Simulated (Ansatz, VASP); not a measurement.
# HfWS4: VASP beside Ansatz

```
CELL_PARAMETERS angstrom
4.33792 0.00000 0.00000
-2.16896 3.75675 0.00000
0.00000 0.00000 9.42022
ATOMIC_POSITIONS crystal
Hf 0.00000 0.00000 0.50000
W 0.00000 0.00000 0.00000
S 0.00000 0.00000 0.74679
S 0.00000 0.00000 0.25321
S 0.33333 0.66667 0.00000
S 0.66667 0.33333 0.00000
```

Alike in both runs: task relaxation of cell and atoms; functional PBE; k mesh 12 × 12 × 4; occupations gaussian, width 0.1 eV; no spin polarisation.

|  | VASP | Ansatz |
| --- | --- | --- |
| version | VASP 6.6.1 | Ansatz 0.2.0 |
| potentials or method | VASP PAW PBE potentials, release 64 (Hf_pv, W_sv, S), cutoff 600 eV | scalar-relativistic, plane waves, PAW |
| valence electrons in the cell | 48 | 64 |

Ansatz gave:

```
gap on the k mesh at the Fermi level, each at its own relaxed structure (eV) : none
relaxed volume (Å³/atom)                                                     : 25.56
relaxed cell length with the largest relative difference (Å)                 : 9.426
```

Q: What did VASP give for the same quantities?

A: gap on the k mesh at the Fermi level, each at its own relaxed structure (eV): none; relaxed volume (Å³/atom): 25.53; relaxed cell length with the largest relative difference (Å): 9.421.

A gap of «none» marks a metal or a gap that the smearing closes. VASP's potentials hold 48 valence electrons a cell and Ansatz's 64, so a difference there can come from the potentials and not from the codes.

Neither program's run includes spin-orbit coupling.
